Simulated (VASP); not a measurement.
# SiB4Mo (Cmmm) in VASP: a series of runs

SiB4Mo is run at these levels: PBE; tasks: single point, relaxation of cell and atoms.

Everything below comes from runs of VASP 6.6.1. Logs are shortened: lines on timing, memory, paths and dates and some standing lists are left out, and cuts for length are marked.

### Step 1. The cell of the first run

The structure is orthorhombic, space group Cmmm (No. 65). The conventional cell has a = 4.186 Å, b = 8.041 Å, c = 3.017 Å, α = 90.00°, β = 90.00°, γ = 90.00°. Si (site symmetry mmm) has 8 B at 2.15 to 2.27 Å and 4 Mo at 2.58 Å within 2.8 Å. B (site symmetry m2m) has 6 B at 1.90 to 2.30 Å and 2 Si at 2.15 Å and 3 Mo at 2.49 to 2.59 Å within 2.6 Å. Within 2.5 Å of B (site symmetry 2/m) lie 6 B at 1.90 to 2.09 Å and 2 Si at 2.27 Å. Within 3.3 Å of Mo (site symmetry mmm) lie 14 B at 2.49 to 2.72 Å and 4 Si at 2.58 Å and 2 Mo at 3.02 Å.

The cell was built from a structure type or drawn by symmetry, and may not be a known phase.

### Step 2. Single point, PBE

INCAR reads:

```
  ALGO = Normal
  EDIFF = 1E-6
  ENCUT = 520
  GGA = PE
  ISIF = 2
  ISMEAR = 0
  LASPH = T
  LCHARG = F
  LREAL = F
  LWAVE = F
  NBANDS = 24
  NELM = 100
  PREC = Accurate
  SIGMA = 0.1
```

KPOINTS reads:

```
k-points
0
Gamma
  10 10 12
```

POSCAR reads:

```
SiB4Mo
1.0
    2.0929041562     -4.0204505245      0.0000000000
    2.0929041562      4.0204505245      0.0000000000
    0.0000000000      0.0000000000      3.0174198528
Si B Mo
1 4 1
Direct
    0.0000000000      0.0000000000      0.5000000000
    0.1905794992      0.8094205008      0.0000000000
    0.8094205008      0.1905794992      0.0000000000
    0.0000000000      0.5000000000      0.5000000000
    0.5000000000      0.0000000000      0.5000000000
    0.5000000000      0.5000000000      0.0000000000
```

Potentials or basis: VASP PAW PBE potentials, release 64 (Si, B, Mo_sv).

Launch:

```bash
> cat potpaw_PBE.64/Si/POTCAR potpaw_PBE.64/B/POTCAR potpaw_PBE.64/Mo_sv/POTCAR > POTCAR
> mpirun -np 1 vasp_std > vasp.out
```

OUTCAR:

```text
EDIFF = 1E-6
   ENCUT = 520
   GGA = PE
   ISIF = 2
   ISMEAR = 0
   LASPH = T
   LREAL = F
   NELM = 100
   PREC = Accurate

 ion  position               nearest neighbor table
   1  0.000  0.000  0.500-   2 2.15   3 2.15   2 2.15   3 2.15   4 2.27   5 2.27   4 2.27   5 2.27
                             6 2.58   6 2.58   6 2.58   6 2.58
   2  0.191  0.809  0.000-   4 1.90   5 1.90   4 1.90   5 1.90   1 2.15   1 2.15   6 2.49   6 2.59
                             6 2.59
   3  0.809  0.191  0.000-   4 1.90   5 1.90   4 1.90   5 1.90   1 2.15   1 2.15   6 2.49   6 2.59
                             6 2.59
   4  0.000  0.500  0.500-   2 1.90   3 1.90   2 1.90   3 1.90   5 2.09   5 2.09   1 2.27   1 2.27
                             6 2.72   6 2.72   6 2.72   6 2.72
   5  0.500  0.000  0.500-   2 1.90   3 1.90   2 1.90   3 1.90   4 2.09   4 2.09   1 2.27   1 2.27
                             6 2.72   6 2.72   6 2.72   6 2.72
   6  0.500  0.500  0.000-   2 2.49   3 2.49   1 2.58   1 2.58   1 2.58   1 2.58   2 2.59   3 2.59
                             2 2.59   3 2.59   5 2.72   5 2.72   5 2.72   4 2.72   4 2.72   4 2.72

  LATTYP: Found a base centered orthorhombic cell.
 ALAT       =     4.1858083124
 B/A-ratio  =     1.9209912277
 C/A-ratio  =     0.7208690957

  Lattice vectors:

 A1 = (   2.0929041562,  -4.0204505245,   0.0000000000)
 A2 = (   2.0929041562,   4.0204505245,   0.0000000000)
 A3 = (   0.0000000000,   0.0000000000,   3.0174198528)

Analysis of symmetry for initial positions (statically):
=====================================================================
 Subroutine PRICEL returns:
 Original cell was already a primitive cell.

 Routine SETGRP: Setting up the symmetry group for a
 base centered orthorhombic supercell.

 Subroutine GETGRP returns: Found  8 space group operations
 (whereof  8 operations were pure point group operations)
 out of a pool of  8 trial point group operations.

The static configuration has the point symmetry D_2h.

Analysis of symmetry for dynamics (positions and initial velocities):
=====================================================================
 Subroutine PRICEL returns:
 Original cell was already a primitive cell.

 Routine SETGRP: Setting up the symmetry group for a
 base centered orthorhombic supercell.

 Subroutine GETGRP returns: Found  8 space group operations
 (whereof  8 operations were pure point group operations)
 out of a pool of  8 trial point group operations.

The dynamic configuration has the point symmetry D_2h.

 Subroutine INISYM returns: Found  8 space group operations
 (whereof  8 operations are pure point group operations),
 and found     1 'primitive' translations

----------------------------------------------------------------------------------------

                                     Primitive cell

  volume of cell :      50.7797

  direct lattice vectors                    reciprocal lattice vectors
     2.092904156 -4.020450525  0.000000000     0.238902483 -0.124364172  0.000000000
     2.092904156  4.020450525  0.000000000     0.238902483  0.124364172  0.000000000
     0.000000000  0.000000000  3.017419853     0.000000000  0.000000000  0.331408968

  length of vectors
     4.532578761  4.532578761  3.017419853     0.269334075  0.269334075  0.331408968

  position of ions in fractional coordinates (direct lattice)
     0.000000000  0.000000000  0.500000000
     0.190579499  0.809420501  0.000000000
     0.809420501  0.190579499  0.000000000
     0.000000000  0.500000000  0.500000000
     0.500000000  0.000000000  0.500000000
     0.500000000  0.500000000  0.000000000

  ion indices of the primitive-cell ions
   primitive index   ion index
                 1           1
                 2           2
                 3           3
                 4           4
                 5           5
                 6           6

----------------------------------------------------------------------------------------

 KPOINTS: k-points

Automatic generation of k-mesh.
 Grid dimensions read from file:
 generate k-points for:   10   10   12

 Generating k-lattice:

  Cartesian coordinates                     Fractional coordinates (reciprocal lattice)
     0.023890248 -0.012436417  0.000000000     0.100000000  0.000000000  0.000000000
     0.023890248  0.012436417  0.000000000     0.000000000  0.100000000  0.000000000
     0.000000000  0.000000000  0.027617414     0.000000000  0.000000000  0.083333333

  Length of vectors
     0.026933407  0.026933407  0.027617414

  Shift w.r.t. Gamma in fractional coordinates (k-lattice)
     0.000000000  0.000000000  0.000000000

 Subroutine IBZKPT returns following result:
 ===========================================

 Found    217 irreducible k-points:

 Following reciprocal coordinates:
            Coordinates               Weight
  0.000000  0.000000  0.000000      1.000000
  0.100000  0.000000  0.000000      4.000000
  0.200000  0.000000  0.000000      4.000000
  0.300000  0.000000  0.000000      4.000000
  0.400000  0.000000  0.000000      4.000000
  0.500000  0.000000  0.000000      2.000000
[... 16 lines left out ...]
  0.300000  0.300000  0.000000      2.000000
  0.400000  0.300000  0.000000      4.000000
 [... further k-points ...]
   k-points           NKPTS =    217   k-points in BZ     NKDIM =    217   number of bands    NBANDS=     24
   number of dos      NEDOS =    301   number of ions     NIONS =      6
   total plane-waves  NPLWV =  31104
   dimension x,y,z NGX =    36 NGY =   36 NGZ =   24
   dimension x,y,z NGXF=    72 NGYF=   72 NGZF=   48
   ions per type =               1   4   1
   NGX,Y,Z   is equivalent  to a cutoff of  13.20, 13.20, 13.22 a.u.
   NGXF,Y,Z  is equivalent  to a cutoff of  26.41, 26.41, 26.45 a.u.
 SYSTEM =  unknown system
   PREC   = accura    normal or accurate (medium, high low for compatibility)
   ISTART =      0    job   : 0-new  1-cont  2-samecut
   ICHARG =      2    charge: 1-file 2-atom 10-const
   ISPIN  =      1    spin polarized calculation?
   LNONCOLLINEAR =      F non collinear calculations
   LSORBIT =      F    spin-orbit coupling
   LASPH  =      T    aspherical Exc in radial PAW
   ENCUT  =  520.0 eV  38.22 Ry    6.18 a.u.   8.43  8.43  5.61*2*pi/ulx,y,z
   NELM   =    100;   NELMIN=  2; NELMDL= -5     # of ELM steps
   EDIFF  = 0.1E-05   stopping-criterion for ELM
   LREAL  =      F    real-space projection
   EDIFFG = 0.1E-04   stopping-criterion for IOM
   NSW    =      0    number of steps for IOM
   IBRION =     -1    ionic relax: 0-MD 1-quasi-New 2-CG
   NFREE  =      0    steps in history (QN), initial steepest desc. (CG)
   ISIF   =      2    stress and relaxation
   ISYM   =      2    0-nonsym 1-usesym 2-fastsym
   POTIM  = 0.5000    time-step for ionic-motion
   TEBEG  =    0.0;   TEEND  =   0.0 temperature during run
   PSTRESS=    0.0 pullay stress
   NELECT =      30.0000    total number of electrons
   NUPDOWN=      -1.0000    fix difference up-down
   EMIN   =  10.00;   EMAX   =-10.00  energy-range for DOS
   EFERMI =   0.00;   METHOD = LEGACY
   ISMEAR =     0;   SIGMA  =   0.10  broadening in eV -4-tet -1-fermi 0-gaus
   EFERMI_NEDOS =   21; number of points for ismear=-14 and -15
   IALGO  =     38    algorithm
   IMIX   =      4    mixing-type and parameters
     AMIX     =   0.40;   BMIX     =  1.00
     AMIX_MAG =   1.60;   BMIX_MAG =  1.00
  volume/ion in A,a.u.               =       8.46        57.11
  Fermi-wavevector in a.u.,A,eV,Ry     =   1.373679  2.595877 25.674119  1.886994
  Thomas-Fermi vector in A             =   2.499174
   LORBIT       =      0    0 simple, 1 ext, 2 COOP (PROOUT), +10 PAW based schemes
   GGA     = PE    functional components
   LHFCALC =     F    Hartree Fock is set to
   AEXX    =    0.0000 exact exchange contribution
   IVDW    =     0    specifies the selected vdW correction
   LEPSILON=     F    determine dielectric tensor
   LRPA    =     F    only Hartree local field effects (RPA)
 non-spin polarized calculation
 Gauss-broadening in eV      SIGMA  =   0.10
  energy-cutoff  :      520.00
  volume of cell :       50.78
 maximum number of plane-waves:      1393
 NGX is ok and might be reduce to    36
   NGX = 17   NGY = 17   NGZ = 11

 number of electron      30.0000002 magnetization

 Free energy of the ion-electron system (eV)
  ---------------------------------------------------
  ext. energy  EPLUGINS =         0.00000000
  ---------------------------------------------------
  free energy    TOTEN  =       -38.80515693 eV

  energy without entropy =      -38.79624517  energy(sigma->0) =      -38.80070105

 E-fermi :  12.0957     XC(G=0): -12.9041

 val. band max:       12.0942449478   @ k =   0.5000   0.3000   0.0833
 cond. band min:      12.1005621308   @ k =  -0.1000   0.1000   0.0833
 fundamental gap:      0.0063171829
 Fermi energy:        12.0956990423

 k-point     1 :       0.0000    0.0000    0.0000
  band No.  band energies     occupation
      1     -49.4923      2.00000
      2     -23.7535      2.00000
      3     -23.7030      2.00000
      4     -23.3393      2.00000
      5      -4.7788      2.00000
      6       1.2973      2.00000
[... 16 lines left out ...]
     23      17.5854      0.00000
     24      18.6431      0.00000

 k-point     2 :       0.1000    0.0000    0.0000
  band No.  band energies     occupation
      1     -49.4922      2.00000
      2     -23.7539      2.00000
      3     -23.7057      2.00000
      4     -23.3392      2.00000
      5      -4.6840      2.00000
      6       0.7104      2.00000
[... 16 lines left out ...]
     23      17.3117      0.00000
     24      17.9405      0.00000
[... 565 lines left out ...]
     23      17.4630      0.00000
     24      19.3024      0.00000

 k-point    24 :       0.4000    0.3000    0.0000
  band No.  band energies     occupation
      1     -49.4917      2.00000
      2     -23.7631      2.00000
      3     -23.7228      2.00000
      4     -23.3380      2.00000
      5      -2.9510      2.00000
      6      -2.1506      2.00000
[... 16 lines left out ...]
     23      17.5745      0.00000
     24      19.2579      0.00000

 [... further k-points ...]

------------------------ aborting loop because EDIFF is reached ----------------------------------------

  FORCE on cell =-STRESS in cart. coord.  units (eV):
  Direction    XX          YY          ZZ          XY          YZ          ZX
  --------------------------------------------------------------------------------------
  -------------------------------------------------------------------------------------
  Total        0.0234756      0.0114905      0.0178768     -0.0000000      0.0000000      0.0000000
  in kB        0.7406901      0.3625442      0.5640405     -0.0000000      0.0000000      0.0000000
  external PRESSURE =       0.5557583 kB  Pullay stress =       0.0000000 kB

 VOLUME and BASIS-vectors are now :
 -----------------------------------------------------------------------------
  energy-cutoff  :      520.00
  volume of cell :       50.78
      direct lattice vectors                 reciprocal lattice vectors
     2.092904156 -4.020450525  0.000000000     0.238902483 -0.124364172  0.000000000
     2.092904156  4.020450525  0.000000000     0.238902483  0.124364172  0.000000000
     0.000000000  0.000000000  3.017419853     0.000000000  0.000000000  0.331408968

 POSITION                                       TOTAL-FORCE (eV/Angst)
 -----------------------------------------------------------------------------------
      0.00000      0.00000      1.50871         0.000000      0.000000      0.000000
      2.09290      2.48802      0.00000         0.000000      0.004665      0.000000
      2.09290     -2.48802      0.00000         0.000000     -0.004665      0.000000
      1.04645      2.01023      1.50871         0.000000     -0.000000      0.000000
      1.04645     -2.01023      1.50871         0.000000     -0.000000      0.000000
      2.09290      0.00000      0.00000        -0.000000      0.000000      0.000000
 -----------------------------------------------------------------------------------
    total drift:                                0.000000      0.000000      0.000000

  FREE ENERGIE OF THE ION-ELECTRON SYSTEM (eV)
  ---------------------------------------------------
  free  energy   TOTEN  =       -38.8051569316 eV

  energy  without entropy=      -38.7962451666  energy(sigma->0) =      -38.80070105
```

Wall time 85 s (1 thread of Intel Xeon 6975P-C (Granite Rapids), shared host); peak memory 0.36 GiB.

What came out:

```
Free energy            : -38.8052 eV
Pressure               : 0.1 GPa
Largest force          : 0.005 eV/Å
Band gap on the k mesh : zero (bands 15 and 16 overlap by 2.37 eV)
```

Forces on the atoms (eV/Å):
```
Si   0.000  0.000  0.000
B    0.000  0.005  0.000
B    0.000 -0.005  0.000
B    0.000  0.000  0.000
B    0.000  0.000  0.000
Mo   0.000  0.000  0.000
```

### Step 3. Relaxation of cell and atoms, PBE

INCAR reads:

```
SYSTEM = SiB4Mo
  PREC = Accurate
  ENCUT = 600
  EDIFF = 1E-6
  ISMEAR = 0
  SIGMA = 0.1
  LREAL = .False.
  LASPH = .True.
  NELM = 100
  ALGO = Normal
  ISIF = 3
  LWAVE = .False.
  LCHARG = .False.
  GGA = PE
  IBRION = 2
  NSW = 90
  EDIFFG = -0.04
```

KPOINTS reads:

```
regular mesh
0
Gamma
  6 6 6
  0 0 0
```

POSCAR reads:

```
SiB4Mo
1.0
    2.0980623810     -4.0197035438      0.0000000000
    2.0980623810      4.0197035438      0.0000000000
    0.0000000000      0.0000000000      3.0148028797
Si B Mo
1 4 1
Direct
    0.0000000000      0.0000000000      0.5000000000
    0.1911038636      0.8088961364      0.0000000000
    0.8088961364      0.1911038636      0.0000000000
    0.0000000000      0.5000000000      0.5000000000
    0.5000000000      0.0000000000      0.5000000000
    0.5000000000      0.5000000000      0.0000000000
```

Potentials or basis: VASP PAW PBE potentials, release 64 (Si, B, Mo_sv).

Launch:

```bash
> cat potpaw_PBE.64/Si/POTCAR potpaw_PBE.64/B/POTCAR potpaw_PBE.64/Mo_sv/POTCAR > POTCAR
> mpirun -np 1 vasp_std > vasp.out
```

Run time: 19 s. Hardware: 1 thread of Intel Xeon 6975P-C (Granite Rapids), shared host; peak memory 0.22 GiB.

It converged, with:

| Quantity | Value |
| --- | --- |
| Free energy | -38.7976 eV |
| Pressure after relaxing | -0.1 GPa |
| Largest force after relaxing | 0.031 eV/Å |
| Band gap on the k mesh | zero (bands 15 and 16 overlap by 2.24 eV) |

Forces on the atoms (eV/Å):
```
Si   0.000  0.000  0.000
B    0.000 -0.031  0.000
B    0.000  0.031  0.000
B    0.000  0.000  0.000
B    0.000  0.000  0.000
Mo   0.000  0.000  0.000
```

Stress tensor (GPa, compression positive):
```
-0.48  0.00  0.00
 0.00 -0.52  0.00
 0.00  0.00  0.70
```

Final structure:
```cif
data_structure
_symmetry_space_group_name_H-M 'P 1'
_symmetry_Int_Tables_number 1
_cell_length_a 4.5343
_cell_length_b 4.5343
_cell_length_c 3.0148
_cell_angle_alpha 90.000
_cell_angle_beta 90.000
_cell_angle_gamma 124.876
_cell_volume 50.85
loop_
_atom_site_label
_atom_site_type_symbol
_atom_site_fract_x
_atom_site_fract_y
_atom_site_fract_z
_atom_site_occupancy
Si1 Si 0.00000 0.00000 0.50000 1
B1 B 0.19110 0.80890 0.00000 1
B2 B 0.80890 0.19110 0.00000 1
B3 B 0.00000 0.50000 0.50000 1
B4 B 0.50000 0.00000 0.50000 1
Mo1 Mo 0.50000 0.50000 0.00000 1
```

Levels at points of the mesh, in eV from the Fermi level:
```
           k point  band 13  band 14  band 15  band 16  band 17  band 18
(0.00, 0.00, 0.00)    -0.89    -0.36     0.58     0.80     1.17     2.08
(0.50, 0.00, 0.00)    -2.37    -1.23    -1.10     0.11     1.02     1.45
(0.50, 0.50, 0.00)    -2.69    -1.42    -1.29     0.23     1.12     1.47
(0.00, 0.00, 0.50)    -4.02    -3.52    -0.97     1.14     1.38     1.72
(0.50, 0.00, 0.50)    -2.88    -2.54     0.99     1.43     1.52     2.07
(0.50, 0.50, 0.50)    -2.34    -1.30    -0.45    -0.13     0.15     1.24
```

Caveat: the relaxation stopped at its first step, so nothing moved.

### Step 4. Single point, PBE, collinear spin

INCAR reads:

```
PREC = Accurate
ENCUT = 520
EDIFF = 1E-6
ISMEAR = 0
SIGMA = 0.1
LREAL = F
LASPH = T
NELM = 150
ALGO = Normal
ISIF = 2
LWAVE = F
LCHARG = F
ISPIN = 2
MAGMOM = 0 0 0 0 0 1
LORBIT = 11
LMAXMIX = 4
GGA = PE
NBANDS = 28
```

KPOINTS reads:

```
Automatic mesh
0
Gamma
  6 6 6
```

POSCAR reads:

```
SiB4Mo
1.0
    2.0958713854     -4.0151400772      0.0000000000
    2.0958713854      4.0151400772      0.0000000000
    0.0000000000      0.0000000000      3.0192626212
Si B Mo
1 4 1
Direct
    0.0000000000      0.0000000000      0.5000000000
    0.1912750215      0.8087249785      0.0000000000
    0.8087249785      0.1912750215      0.0000000000
    0.0000000000      0.5000000000      0.5000000000
    0.5000000000      0.0000000000      0.5000000000
    0.5000000000      0.5000000000      0.0000000000
```

Launch:

```bash
> cat potpaw_PBE.64/Si/POTCAR potpaw_PBE.64/B/POTCAR potpaw_PBE.64/Mo_sv/POTCAR > POTCAR
> mpirun -np 1 vasp_std > vasp.out
```

Wall time 47 s (1 thread of Intel Xeon 6975P-C (Granite Rapids), shared host); peak memory 0.27 GiB.

The run converged. Its results:

```yaml
Free_energy: -38.7946 eV
Pressure: 0.0 GPa
Largest_force: 0.005 eV/Å
Band_gap_on_the_k_mesh: zero (filled and empty bands overlap)
Net_moment: 0.00 μB per cell
Valence_electrons_inside_the_program's_atomic_spheres: Si 1.60; B 1.88, 1.76 (each value once); Mo 12.54
```

Forces on the atoms (eV/Å):
```
Si   0.000  0.000  0.000
B    0.000 -0.005  0.000
B    0.000  0.005  0.000
B    0.000  0.000  0.000
B    0.000  0.000  0.000
Mo   0.000  0.000  0.000
```

Stress tensor (GPa, compression positive):
```
-0.07  0.00  0.00
 0.00 -0.17  0.00
 0.00  0.00  0.29
```

Levels at points of the mesh, in eV from the Fermi level:
Spin up:
```csv
k point,band 12,band 13,band 14,band 15,band 16,band 17,band 18,band 19
"(0.00, 0.00, 0.00)",-4.85,-0.92,-0.38,0.56,0.77,1.18,2.06,2.33
"(0.50, 0.00, 0.00)",-3.67,-2.36,-1.26,-1.10,0.11,1.01,1.40,2.26
"(0.50, 0.50, 0.00)",-2.70,-2.69,-1.45,-1.32,0.22,1.11,1.41,3.02
"(0.00, 0.00, 0.50)",-4.98,-4.02,-3.52,-0.98,1.16,1.39,1.71,2.46
"(0.50, 0.00, 0.50)",-4.62,-2.88,-2.55,0.99,1.43,1.53,2.06,2.90
"(0.50, 0.50, 0.50)",-3.84,-2.35,-1.29,-0.44,-0.14,0.16,1.25,2.67
```
Spin down:
| k point | band 12 | band 13 | band 14 | band 15 | band 16 | band 17 | band 18 | band 19 |
| --- | --- | --- | --- | --- | --- | --- | --- | --- |
| (0.00, 0.00, 0.00) | -4.85 | -0.92 | -0.38 | 0.56 | 0.77 | 1.18 | 2.06 | 2.33 |
| (0.50, 0.00, 0.00) | -3.67 | -2.36 | -1.26 | -1.10 | 0.11 | 1.01 | 1.40 | 2.26 |
| (0.50, 0.50, 0.00) | -2.70 | -2.69 | -1.45 | -1.32 | 0.22 | 1.11 | 1.41 | 3.02 |
| (0.00, 0.00, 0.50) | -4.98 | -4.02 | -3.52 | -0.98 | 1.16 | 1.39 | 1.71 | 2.46 |
| (0.50, 0.00, 0.50) | -4.62 | -2.88 | -2.55 | 0.99 | 1.43 | 1.53 | 2.06 | 2.90 |
| (0.50, 0.50, 0.50) | -3.84 | -2.35 | -1.29 | -0.44 | -0.14 | 0.16 | 1.25 | 2.67 |

### Step 5. The runs side by side

```tsv
task	spin	cell	k mesh	cutoff (eV)	gap on the mesh (eV)	pressure (GPa)
single point	off	a = 4.533, b = 4.533, c = 3.017 Å, angles 90.0, 90.0, 125.0°, 6 atoms	10 × 10 × 12	520	none	0.1
relaxation of cell and atoms	off	relaxed from a = 4.534, b = 4.534, c = 3.015 Å, angles 90.0, 90.0, 124.9°, 6 atoms	6 × 6 × 6	600	none	-0.1
single point	collinear	a = 4.529, b = 4.529, c = 3.019 Å, angles 90.0, 90.0, 124.9°, 6 atoms	6 × 6 × 6	520	none	0.0
```

Alike in all rows: level PBE; potentials or basis VASP PAW PBE potentials, release 64 (Si, B, Mo_sv); smearing gaussian 0.1 eV.

Caveats: the relaxation stopped at its first step, so nothing moved (at least some runs).

Total energies depend on the potentials used, so only differences within one code and one set of settings carry meaning.
